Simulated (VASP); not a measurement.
## Si3N4: single point with PBE

Si3N4:

```
Si N
1.0
     7.60566    0.00000    0.00000
    -3.80283    6.58670    0.00000
     0.00000    0.00000    2.90565
Si N
6 8
Direct
  0.23061 0.82457 0.75000
  0.40604 0.23061 0.25000
  0.82457 0.59396 0.25000
  0.17543 0.40604 0.75000
  0.59396 0.76939 0.75000
  0.76939 0.17543 0.25000
  0.33333 0.66667 0.75000
  0.66667 0.33333 0.25000
  0.96874 0.66968 0.75000
  0.29906 0.96874 0.25000
  0.66968 0.70094 0.25000
  0.33032 0.29906 0.75000
  0.03126 0.33032 0.25000
  0.70094 0.03126 0.75000
```

```yaml
Program: VASP 6.6.1
Task: single point
Functional: PBE
Potentials_or_basis: VASP PAW PBE potentials, release 64 (Si, N)
Cutoff: 520 eV
k_mesh: 6 × 6 × 8
Occupations: fermi-dirac, width 0.02 eV
Spin: no spin polarisation
```

* Pressure: 5.4 GPa
* Largest force: 0.042 eV/Å
* Band gap on the k mesh: 4.34 eV, indirect (least direct gap 4.53 eV)

Forces on the atoms (eV/Å):
```
Si   0.026  0.033  0.000
Si  -0.015  0.039  0.000
Si   0.041 -0.006  0.000
Si  -0.041  0.006  0.000
Si   0.015 -0.039  0.000
Si  -0.026 -0.033  0.000
N    0.000  0.000  0.000
N    0.000  0.000  0.000
N    0.028  0.028  0.000
N   -0.010  0.038  0.000
N    0.038 -0.010  0.000
N   -0.038  0.010  0.000
N   -0.028 -0.028  0.000
N    0.010 -0.038  0.000
```

Stress tensor (GPa, compression positive):
```
5.31 0.00 0.00
0.00 5.31 0.00
0.00 0.00 5.48
```

Levels at points of the mesh, in eV from the valence-band top:
```
           k point  band 30  band 31  band 32  band 33  band 34  band 35
(0.00, 0.00, 0.00)    -0.44    -0.39    -0.19     4.34     4.78     4.91
(0.50, 0.00, 0.00)    -0.78    -0.31    -0.24     4.63     4.73     4.89
(0.00, 0.00, 0.50)    -1.62    -1.32    -1.32     4.73     4.73     4.73
(0.50, 0.00, 0.50)    -1.50    -1.04    -1.04     4.80     4.80     5.87
```

It took 2.8 min on 1 thread of Intel(R) Xeon(R) Platinum 8488C (Sapphire Rapids) (shared host), peak memory 0.37 GiB.

A k mesh can miss the band edges.
